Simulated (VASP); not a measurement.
Write the native input for VASP 6.6.1 that does the following.

- Task: electric field gradients
- Functional: LDA
- Potentials or basis: VASP PAW LDA potentials, release 64 (Sn_d, O)
- Cutoff: 520 eV
- k mesh: 6 × 6 × 5
- Occupations: fermi-dirac, width 0.02 eV
- Spin: no spin polarisation
- Dipole correction: no
- Further INCAR settings: ALGO = Normal; EDIFF = 1e-08; NBANDS = 28

The structure of SnO lies in POSCAR:

```
SnO
1.0
    3.8020000000      0.0000000000      0.0000000000
    0.0000000000      3.8020000000      0.0000000000
    0.0000000000      0.0000000000      4.7876400000
Sn O
2 2
Direct
    0.0000000000      0.5000000000      0.2385000000
    0.5000000000      0.0000000000      0.7615000000
    0.0000000000      0.0000000000      0.0000000000
    0.5000000000      0.5000000000      0.0000000000
```

This cell differs from its parent crystal: zz strain of -1 %.

One way to write it, as run:

INCAR

```
SYSTEM = SnO
  ALGO = Normal
  EDIFF = 1E-8
  ENCUT = 520
  ISIF = 2
  ISMEAR = -1
  LASPH = .True.
  LCHARG = .False.
  LEFG = .True.
  LREAL = .False.
  LWAVE = .False.
  NBANDS = 28
  NELM = 100
  PREC = Accurate
  SIGMA = 0.02
```

KPOINTS

```
k-points
0
Gamma
  6 6 5
  0 0 0
```

Potentials or basis: VASP PAW LDA potentials, release 64 (Sn_d, O).

Run with:

```console
$ cat potpaw_LDA.64/Sn_d/POTCAR potpaw_LDA.64/O/POTCAR > POTCAR
$ mpirun -np 1 vasp_std > vasp.out
```

It gave:

```yaml
Pressure: -1.7 GPa
Largest_force: 0.035 eV/Å
Band_gap_on_the_k_mesh: 0.11 eV, indirect (least direct gap 1.93 eV)
```

Caveat: the cell differs from its parent crystal (zz strain of -1 %); without QUAD_EFG the Cq values of the log hold for a quadrupole moment of 1 mb, not for the nuclei; spin-orbit coupling is left out, which moves the levels of the heavy elements.

Wall time 33 s on 1 thread of AMD EPYC 9R45 96-Core Processor (Zen 5), on a shared host, peak memory 0.14 GiB.
